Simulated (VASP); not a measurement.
# Ta (Im-3m) in VASP: notebook

Ta is run at these levels: PBE; tasks: relaxation of cell and atoms.

Everything below comes from runs of VASP 6.6.1. Logs are shortened: lines on timing, memory, paths and dates and some standing lists are left out, and cuts for length are marked.

## (1) The cell of the first run

It takes space group Im-3m (No. 229, cubic). The conventional cell has a = 3.303 Å, b = 3.303 Å, c = 3.303 Å, α = 90.00°, β = 90.00°, γ = 90.00°. Ta (site symmetry m-3m) has 14 Ta at 2.86 to 3.30 Å within 3.8 Å.

## (2) Relaxation of cell and atoms, PBE, target pressure 6 GPa, at which the enthalpy is minimised

Input file INCAR:

```
SYSTEM = Ta
ALGO = Normal
EDIFF = 1E-7
EDIFFG = -0.02
ENCUT = 500
GGA = PE
GGA_COMPAT = .FALSE.
IBRION = 2
ISIF = 3
ISMEAR = 1
LASPH = .TRUE.
LCHARG = .FALSE.
LREAL = .FALSE.
LWAVE = .FALSE.
NELM = 120
NELMIN = 4
NSW = 80
PREC = Accurate
PSTRESS = 60.0
SIGMA = 0.1
```

Input file KPOINTS:

```
k-points
0
G
  14 14 14
  0 0 0
```

Input file POSCAR:

```
Ta
1.0
   -1.6512800000      1.6512800000      1.6512800000
    1.6512800000     -1.6512800000      1.6512800000
    1.6512800000      1.6512800000     -1.6512800000
Ta
1
Direct
    0.0000000000      0.0000000000      0.0000000000
```

Potentials or basis: VASP PAW PBE potentials, release 64 (Ta_pv).

On the command line:

```
$ cat potpaw_PBE.64/Ta_pv/POTCAR > POTCAR
$ mpirun -np 1 vasp_std > vasp.out
```

OUTCAR:

```text
SYSTEM = Ta
   EDIFF = 1E-7
   EDIFFG = -0.02
   ENCUT = 500
   GGA = PE
   IBRION = 2
   ISIF = 3
   ISMEAR = 1
   LASPH = .TRUE.
   LREAL = .FALSE.
   NELM = 120
   NELMIN = 4
   NSW = 80
   PREC = Accurate
   PSTRESS = 60.0

 ion  position               nearest neighbor table
   1  0.000  0.000  0.000-

  LATTYP: Found a body centered cubic cell.
 ALAT       =     3.3025600000

  Lattice vectors:

 A1 = (  -1.6512800000,   1.6512800000,   1.6512800000)
 A2 = (   1.6512800000,  -1.6512800000,   1.6512800000)
 A3 = (   1.6512800000,   1.6512800000,  -1.6512800000)

Analysis of symmetry for initial positions (statically):
=====================================================================
 Subroutine PRICEL returns:
 Original cell was already a primitive cell.

 Routine SETGRP: Setting up the symmetry group for a
 body centered cubic supercell.

 Subroutine GETGRP returns: Found 48 space group operations
 (whereof 48 operations were pure point group operations)
 out of a pool of 48 trial point group operations.

The static configuration has the point symmetry O_h .

Analysis of symmetry for dynamics (positions and initial velocities):
=====================================================================
 Subroutine PRICEL returns:
 Original cell was already a primitive cell.

 Routine SETGRP: Setting up the symmetry group for a
 body centered cubic supercell.

 Subroutine GETGRP returns: Found 48 space group operations
 (whereof 48 operations were pure point group operations)
 out of a pool of 48 trial point group operations.

The dynamic configuration has the point symmetry O_h .

 Subroutine INISYM returns: Found 48 space group operations
 (whereof 48 operations are pure point group operations),
 and found     1 'primitive' translations

----------------------------------------------------------------------------------------

                                     Primitive cell

  volume of cell :      18.0104

  direct lattice vectors                    reciprocal lattice vectors
    -1.651280000  1.651280000  1.651280000     0.000000000  0.302795407  0.302795407
     1.651280000 -1.651280000  1.651280000     0.302795407  0.000000000  0.302795407
     1.651280000  1.651280000 -1.651280000     0.302795407  0.302795407  0.000000000

  length of vectors
     2.860100858  2.860100858  2.860100858     0.428217371  0.428217371  0.428217371

  position of ions in fractional coordinates (direct lattice)
     0.000000000  0.000000000  0.000000000

  ion indices of the primitive-cell ions
   primitive index   ion index
                 1           1

----------------------------------------------------------------------------------------

 KPOINTS: k-points

Automatic generation of k-mesh.
 Grid dimensions read from file:
 generate k-points for:   14   14   14

 Generating k-lattice:

  Cartesian coordinates                     Fractional coordinates (reciprocal lattice)
     0.000000000  0.021628243  0.021628243     0.071428571  0.000000000  0.000000000
     0.021628243  0.000000000  0.021628243     0.000000000  0.071428571  0.000000000
     0.021628243  0.021628243  0.000000000     0.000000000  0.000000000  0.071428571

  Length of vectors
     0.030586955  0.030586955  0.030586955

  Shift w.r.t. Gamma in fractional coordinates (k-lattice)
     0.000000000  0.000000000  0.000000000

 Subroutine IBZKPT returns following result:
 ===========================================

 Found    104 irreducible k-points:

 Following reciprocal coordinates:
            Coordinates               Weight
  0.000000  0.000000  0.000000      1.000000
  0.071429  0.000000  0.000000     12.000000
  0.142857  0.000000  0.000000     12.000000
  0.214286  0.000000  0.000000     12.000000
  0.285714  0.000000  0.000000     12.000000
  0.357143  0.000000  0.000000     12.000000
[... 16 lines left out ...]
  0.285714  0.285714  0.000000     24.000000
  0.357143  0.285714  0.000000     24.000000
 [... further k-points ...]
   k-points           NKPTS =    104   k-points in BZ     NKDIM =    104   number of bands    NBANDS=      9
   number of dos      NEDOS =    301   number of ions     NIONS =      1
   total plane-waves  NPLWV =  13824
   dimension x,y,z NGX =    24 NGY =   24 NGZ =   24
   dimension x,y,z NGXF=    48 NGYF=   48 NGZF=   48
   ions per type =               1
   NGX,Y,Z   is equivalent  to a cutoff of  13.95, 13.95, 13.95 a.u.
   NGXF,Y,Z  is equivalent  to a cutoff of  27.90, 27.90, 27.90 a.u.
 SYSTEM =  Ta
   PREC   = accura    normal or accurate (medium, high low for compatibility)
   ISTART =      0    job   : 0-new  1-cont  2-samecut
   ICHARG =      2    charge: 1-file 2-atom 10-const
   ISPIN  =      1    spin polarized calculation?
   LNONCOLLINEAR =      F non collinear calculations
   LSORBIT =      F    spin-orbit coupling
   LASPH  =      T    aspherical Exc in radial PAW
   ENCUT  =  500.0 eV  36.75 Ry    6.06 a.u.   5.21  5.21  5.21*2*pi/ulx,y,z
   NELM   =    120;   NELMIN=  4; NELMDL= -5     # of ELM steps
   EDIFF  = 0.1E-06   stopping-criterion for ELM
   LREAL  =      F    real-space projection
   EDIFFG = -.2E-01   stopping-criterion for IOM
   NSW    =     80    number of steps for IOM
   IBRION =      2    ionic relax: 0-MD 1-quasi-New 2-CG
   NFREE  =      1    steps in history (QN), initial steepest desc. (CG)
   ISIF   =      3    stress and relaxation
   ISYM   =      2    0-nonsym 1-usesym 2-fastsym
   POTIM  = 0.5000    time-step for ionic-motion
   TEBEG  =    0.0;   TEEND  =   0.0 temperature during run
   PSTRESS=   60.0 pullay stress
   NELECT =      11.0000    total number of electrons
   NUPDOWN=      -1.0000    fix difference up-down
   EMIN   =  10.00;   EMAX   =-10.00  energy-range for DOS
   EFERMI =   0.00;   METHOD = LEGACY
   ISMEAR =     1;   SIGMA  =   0.10  broadening in eV -4-tet -1-fermi 0-gaus
   EFERMI_NEDOS =   21; number of points for ismear=-14 and -15
   IALGO  =     38    algorithm
   IMIX   =      4    mixing-type and parameters
     AMIX     =   0.40;   BMIX     =  1.00
     AMIX_MAG =   1.60;   BMIX_MAG =  1.00
  volume/ion in A,a.u.               =      18.01       121.54
  Fermi-wavevector in a.u.,A,eV,Ry     =   1.388988  2.624806 26.249534  1.929286
  Thomas-Fermi vector in A             =   2.513061
   LORBIT       =      0    0 simple, 1 ext, 2 COOP (PROOUT), +10 PAW based schemes
   GGA     = PE    functional components
   LHFCALC =     F    Hartree Fock is set to
   AEXX    =    0.0000 exact exchange contribution
   IVDW    =     0    specifies the selected vdW correction
   LEPSILON=     F    determine dielectric tensor
   LRPA    =     F    only Hartree local field effects (RPA)
 conjugate gradient relaxation of ions
 non-spin polarized calculation
 Methfessel and Paxton  Order N= 1 SIGMA  =   0.10
  energy-cutoff  :      500.00
  volume of cell :       18.01
 maximum number of plane-waves:       472
 NGX is ok and might be reduce to    24
   NGX = 11   NGY = 11   NGZ = 11

--------------------------------------- Ionic step        1  -------------------------------------------

 number of electron      11.0000002 magnetization

 Free energy of the ion-electron system (eV)
  ---------------------------------------------------
  ext. energy  EPLUGINS =         0.00000000
  ---------------------------------------------------
  free energy    TOTEN  =       -11.81647126 eV

  energy without entropy =      -11.81674699  energy(sigma->0) =      -11.81656317

------------------------ aborting loop because EDIFF is reached ----------------------------------------

  FORCE on cell =-STRESS in cart. coord.  units (eV):
  Direction    XX          YY          ZZ          XY          YZ          ZX
  --------------------------------------------------------------------------------------
  -------------------------------------------------------------------------------------
  Total        0.3625468      0.3625468      0.3625468      0.0000000      0.0000000     -0.0000000
  in kB       32.2516903     32.2516903     32.2516903      0.0000000      0.0000000     -0.0000000
  external PRESSURE =     -27.7483097 kB  Pullay stress =      60.0000000 kB
[... 59 lines left out ...]
  enthalpy is  TOTEN    =       -11.1299872333 eV   P V=        0.6444778525

--------------------------------------- Ionic step        3  -------------------------------------------

 number of electron      11.0000002 magnetization

 Free energy of the ion-electron system (eV)
  ---------------------------------------------------
  ext. energy  EPLUGINS =         0.00000000
  ---------------------------------------------------
  free energy    TOTEN  =       -11.81018615 eV

  energy without entropy =      -11.81058497  energy(sigma->0) =      -11.81031909

 E-fermi :   5.5563     XC(G=0): -12.6826

 val. band max:        5.5370635103   @ k =  -0.3571   0.4286   0.1429
 cond. band min:       5.5881115119   @ k =   0.0714   0.0714   0.0714
 fundamental gap:      0.0510480016
 Fermi energy:         5.5562588444

 k-point     1 :       0.0000    0.0000    0.0000
  band No.  band energies     occupation
      1     -27.4415      2.00000
      2     -27.4415      2.00000
      3     -27.4415      2.00000
      4      -2.3767      2.00000
      5       6.3185     -0.00000
      6       6.3185     -0.00000
      7       6.3185     -0.00000
      8       9.6364      0.00000
      9       9.6364      0.00000
[... 265 lines left out ...]
 k-point    24 :       0.3571    0.2857    0.0000
  band No.  band energies     occupation
      1     -28.3795      2.00000
      2     -28.1929      2.00000
      3     -27.5946      2.00000
      4       2.9932      2.00000
      5       4.3152      2.00000
      6       4.8835      2.00000
      7       9.8655      0.00000
      8      10.4510      0.00000
      9      14.6810      0.00000

 [... further k-points ...]

------------------------ aborting loop because EDIFF is reached ----------------------------------------

  FORCE on cell =-STRESS in cart. coord.  units (eV):
  Direction    XX          YY          ZZ          XY          YZ          ZX
  --------------------------------------------------------------------------------------
  -------------------------------------------------------------------------------------
  Total        0.6624786      0.6624786      0.6624786     -0.0000000     -0.0000000     -0.0000000
  in kB       59.6624937     59.6624937     59.6624937     -0.0000000     -0.0000000     -0.0000000
  external PRESSURE =      -0.3375063 kB  Pullay stress =      60.0000000 kB
[... 16 lines left out ...]
  FREE ENERGIE OF THE ION-ELECTRON SYSTEM (eV)
  ---------------------------------------------------
  free  energy   TOTEN  =       -11.8101861476 eV

  energy  without entropy=      -11.8105849691  energy(sigma->0) =      -11.81031909

  enthalpy is  TOTEN    =       -11.1439599250 eV   P V=        0.6662262226

 reached required accuracy - stopping structural energy minimisation
```

It took 12 s on 1 thread of Intel Xeon 6975P-C (Granite Rapids), shared host; peak memory 0.15 GiB.

What came out:

```yaml
Free_energy: -11.8102 eV
Relaxed_volume: 17.79 Å³/atom
Relaxed_cell: a = 2.848 Å, b = 2.848 Å, c = 2.848 Å, α = 109.47°, β = 109.47°, γ = 109.47°
Space_group_after_relaxing_to_0.1_Å: Im-3m (No. 229)
Energy_change_on_relaxing_the_run_minimises_the_enthalpy: +6.3 meV/atom
Ionic_steps: 3
Pressure_after_relaxing: 6.0 GPa
Band_gap_on_the_k_mesh: zero (an odd number of electrons rules out a gap without spin polarisation)
```

Step by step:
```csv
step,energy change (eV),largest force (eV/Å),pressure (GPa),volume (Å³)
1,0.0000,0.0000,3.23,18.01
2,0.0420,0.0000,13.93,17.21
3,0.0063,0.0000,5.97,17.79
```

Final structure:
```
Ta
1.0
    -1.64452    1.64452    1.64452
     1.64452   -1.64452    1.64452
     1.64452    1.64452   -1.64452
Ta
1
Direct
  0.00000 0.00000 0.00000
```

Caveat: the cell is relaxed towards a set pressure, so the run minimises the enthalpy, not the energy; spin-orbit coupling is left out, which moves the levels of the heavy elements.

## (3) Relaxation of cell and atoms, PBE, target pressure 8 GPa, at which the enthalpy is minimised

Input file INCAR:

```
  PREC = Accurate
  ENCUT = 500
  EDIFF = 1E-7
  ISMEAR = 1
  SIGMA = 0.1
  LREAL = F
  LASPH = T
  NELM = 120
  ALGO = Normal
  ISIF = 3
  LWAVE = F
  LCHARG = F
  GGA = PE
  IBRION = 2
  NSW = 80
  EDIFFG = -0.02
  PSTRESS = 80.0
  GGA_COMPAT = F
  NELMIN = 4
```

Input file KPOINTS:

```
Automatic mesh
0
Gamma
  14 14 14
```

POSCAR is that of step 2.

Potentials or basis: VASP PAW PBE potentials, release 64 (Ta_pv).

On the command line:

```
$ cat potpaw_PBE.64/Ta_pv/POTCAR > POTCAR
$ mpirun -np 1 vasp_std > vasp.out
```

It took 11 s on 1 thread of Intel Xeon 6975P-C (Granite Rapids), shared host; peak memory 0.15 GiB.

It converged, with:

```
Free energy                                                : -11.8038 eV
Relaxed volume                                             : 17.64 Å³/atom
Relaxed cell                                               : a = 2.840 Å, b = 2.840 Å, c = 2.840 Å, α = 109.47°, β = 109.47°, γ = 109.47°
Space group after relaxing (to 0.1 Å)                      : Im-3m (No. 229)
Energy change on relaxing (the run minimises the enthalpy) : +12.7 meV/atom
Ionic steps                                                : 3
Pressure after relaxing                                    : 7.9 GPa
Band gap on the k mesh                                     : zero (an odd number of electrons rules out a gap without spin polarisation)
```

Step by step:
```
step  energy change (eV)  largest force (eV/Å)  pressure (GPa)  volume (Å³)
   1              0.0000                0.0000            3.23        18.01
   2              0.1059                0.0000           22.74        16.65
   3              0.0127                0.0000            7.90        17.64
```

Final structure:
```
Ta
1.0
    -1.63994    1.63994    1.63994
     1.63994   -1.63994    1.63994
     1.63994    1.63994   -1.63994
Ta
1
Cartesian
  0.0000 0.0000 0.0000
```

Levels at points of the mesh, in eV from the Fermi level:
```csv
k point,band 1,band 2,band 3,band 4,band 5,band 6,band 7,band 8,band 9
"(0.00, 0.00, 0.00)",-32.96,-32.96,-32.96,-7.96,0.77,0.77,0.77,4.11,4.11
"(0.50, 0.00, 0.00)",-34.22,-33.36,-32.97,-4.44,-1.57,1.72,4.01,5.06,8.03
"(0.50, 0.50, 0.50)",-33.83,-33.83,-33.83,-3.89,-3.89,7.04,7.04,7.04,8.88
```

Caveat: the cell is relaxed towards a set pressure, so the run minimises the enthalpy, not the energy; spin-orbit coupling is left out, which moves the levels of the heavy elements.
